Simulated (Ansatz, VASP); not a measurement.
**ZnAu in VASP and in Ansatz**

Contents of INCAR:

```
PREC = Accurate ; ENCUT = 520
EDIFF = 1E-6 ; ISMEAR = 0
SIGMA = 0.15 ; LREAL = F
LASPH = T ; NELM = 100
ALGO = Fast ; ISIF = 2
LWAVE = F ; LCHARG = T
GGA = PS ; LELF = T
LVHAR = T ; NBANDS = 18
```

Contents of KPOINTS:

```
Automatic mesh
0
Gamma
  16 16 16
```

Contents of POSCAR:

```
ZnAu
1.0
    3.2256750000      0.0000000000      0.0000000000
    0.0000000000      3.2256750000      0.0000000000
    0.0000000000      0.0000000000      3.0683250000
Zn Au
1 1
Direct
    0.5000000000      0.5000000000      0.5000000000
    0.0000000000      0.0000000000      0.0000000000
```

Input for Ansatz:

```yaml
crystal:
  lattice:
    - [3.225675, 0.0, 0.0]
    - [0.0, 3.225675, 0.0]
    - [0.0, 0.0, 3.068325]
  atoms:
    - { symbol: Zn, position: [0.5, 0.5, 0.5] }
    - { symbol: Au, position: [0.0, 0.0, 0.0] }
basis:
  ecutwfc: 420
kpoints:
  mp_grid: { grid: [16, 16, 16] }
hamiltonian:
  xc: pbesol
scf:
  occupations: { method: gaussian, width: 0.15 }
output:
  forces: true
  stress: true
  eigenvalues: true
  write_density: true
  write_potential: true
  elf: true
  volumetric_format: npy
```

Change from the starting cell: strain +0.025 along x and y, -0.025 along z, atoms carried along.

Alike in both runs: task single point; functional PBEsol; k mesh 16 × 16 × 16; occupations gaussian, width 0.15 eV; no spin polarisation.

|  | VASP | Ansatz |
| --- | --- | --- |
| version | VASP 6.6.1 | Ansatz 0.2.0 |
| potentials or method | VASP PAW PBE potentials, release 64 (Zn, Au), cutoff 520 eV | scalar-relativistic, plane waves, PAW |
| valence electrons in the cell | 23 | 31 |

Ansatz gave:

- gap on the k mesh at the Fermi level (eV): none
- pressure (GPa): -5.3
- traceless stress, the component that is largest in VASP (GPa): 0.20

Estimate VASP's values.

gap on the k mesh at the Fermi level (eV): none; pressure (GPa): -5.1; traceless stress, the component that is largest in VASP (GPa): 0.18.

VASP's potentials were made for PBE, not for PBEsol. A gap of «none» marks a metal or a gap that the smearing closes. VASP's potentials hold 23 valence electrons a cell and Ansatz's 31, so a difference there can come from the potentials and not from the codes.

Spin-orbit coupling is off throughout.
